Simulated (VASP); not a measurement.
Crystal: TiPt3.

```
CELL_PARAMETERS angstrom
3.89700 0.00000 0.00000
0.00000 3.89700 0.00000
0.00000 0.00000 3.89700
ATOMIC_POSITIONS crystal
Ti 0.00000 0.00000 0.00000
Pt 0.00000 0.50000 0.50000
Pt 0.50000 0.00000 0.50000
Pt 0.50000 0.50000 0.00000
```

```yaml
Program: VASP 6.6.1
Task: relaxation of cell and atoms
Functional: LDA
Potentials_or_basis: VASP PAW LDA potentials, release 64 (Ti_sv, Pt)
Cutoff: 600 eV
k_mesh: 12 × 12 × 12
Occupations: methfessel-paxton, width 0.1 eV
Spin: no spin polarisation
```

At the start: pressure -4.3 GPa; volume 14.80 Å³/atom.

**Question.** Where does the relaxation end?

**Answer.** Over 3 steps the energy falls by 3.1 meV/atom and the volume is 14.57 Å³/atom (-1.5 %); space group Pm-3m (No. 221, to 0.05 Å).

Step by step:
| step | energy change (eV) | largest force (eV/Å) | pressure (GPa) | volume (Å³) |
| --- | --- | --- | --- | --- |
| 1 | 0.0000 | 0.0000 | -4.25 | 59.18 |
| 2 | 0.0812 | 0.0000 | 13.11 | 55.88 |
| 3 | -0.0123 | 0.0000 | -0.08 | 58.28 |

Final structure:
```yaml
crystal:
  lattice:
    - [3.87713, 0.00000, 0.00000]
    - [0.00000, 3.87713, 0.00000]
    - [0.00000, 0.00000, 3.87713]
  atoms:
    - { symbol: Ti, position: [0.00000, 0.00000, 0.00000] }
    - { symbol: Pt, position: [0.00000, 0.50000, 0.50000] }
    - { symbol: Pt, position: [0.50000, 0.00000, 0.50000] }
    - { symbol: Pt, position: [0.50000, 0.50000, 0.00000] }
```
